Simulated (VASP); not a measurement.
Runs of VASP 6.6.1 on BaZrO3. The structure is that of space group Pmmm (No. 47), or close to it. The cells are those of the table. 

| potentials or basis | cell | cutoff (eV) | gap on the mesh (eV) | pressure (GPa) |
| --- | --- | --- | --- | --- |
| VASP PAW LDA potentials, release 64 (Ba_sv, Zr_sv, O_h) | a = 3.691, b = 4.604, c = 4.147 Å, 5 atoms | 910 | (c) | 14.5 |
| VASP PAW LDA potentials, release 64 (Ba_sv, Zr_sv, O) | a = 3.691, b = 3.919, c = 4.147 Å, 5 atoms | 520 | 2.20 | 51.8 |
| VASP PAW LDA potentials, release 64 (Ba_sv, Zr_sv, O_h) | a = 3.691, b = 4.490, c = 4.147 Å, 5 atoms | 910 | 2.10 | 17.9 |
| VASP PAW LDA potentials, release 64 (Ba_sv, Zr_sv, O_h) | a = 3.919, b = 4.376, c = 4.147 Å, 5 atoms | 910 | 2.79 | 4.4 |
| VASP PAW LDA potentials, release 64 (Ba_sv, Zr_sv, O_h) | a = 3.805, b = 4.604, c = 4.147 Å, 5 atoms | 910 | (a) | 5.6 |
| VASP PAW LDA potentials, release 64 (Ba_sv, Zr_sv, O_h) | a = 3.805, b = 4.490, c = 4.147 Å, 5 atoms | 910 | 2.54 | (b) |

Alike in all rows: task single point; level LDA; no spin polarisation; k mesh 6 × 6 × 6; smearing gaussian 0.05 eV.

Task: Fill in the values left out.

Result: (a) 2.52; (b) 8.5; (c) 2.11.

Caveats: the cell stands under pressure; spin-orbit coupling is left out, which moves the levels of the heavy elements; the cutoff is under 1.25 times the usual one of these potentials, so pressure, stress and relaxed cells hold a basis-set (Pulay) error (at least some runs).

A k mesh can miss the band edges, and the runs leave out spin-orbit coupling on Ba, Zr.
